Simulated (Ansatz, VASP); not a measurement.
CaZr in VASP and in Ansatz

```xyz
2
Lattice="3.2934 0.0000 0.0000 -1.6467 2.8522 0.0000 0.0000 0.0000 4.9383" Properties=species:S:1:pos:R:3 pbc="T T T"
Ca    1.6467    0.9507    0.0000
Zr    0.0000    0.0000    2.4692
```

Alike in both runs: task relaxation of cell and atoms; functional PBE; k mesh 6 × 6 × 4; occupations gaussian, width 0.1 eV; no spin polarisation.

|  | VASP | Ansatz |
| --- | --- | --- |
| version | VASP 6.6.1 | Ansatz 0.2.0 |
| potentials or method | VASP PAW PBE potentials, release 64 (Ca_sv, Zr_sv), cutoff 600 eV | scalar-relativistic, plane waves, PAW |
| valence electrons in the cell | 22 | 22 |

VASP gave:

* gap on the k mesh at the Fermi level, each at its own relaxed structure (eV): none
* relaxed volume (Å³/atom): 28.30
* relaxed length of the cell vector where the two differ most in proportion (Å): 5.889

Problem. Estimate Ansatz's values.

Solution. gap on the k mesh at the Fermi level, each at its own relaxed structure (eV): none; relaxed volume (Å³/atom): 28.24; relaxed length of the cell vector where the two differ most in proportion (Å): 5.860.

A gap of «none» marks a metal or a gap that the smearing closes.

The k mesh is coarse, so the values compare programs but aren't converged. Noted on VASP's run: the volume moved by over 15 % at a fixed basis, so the end points are rough.
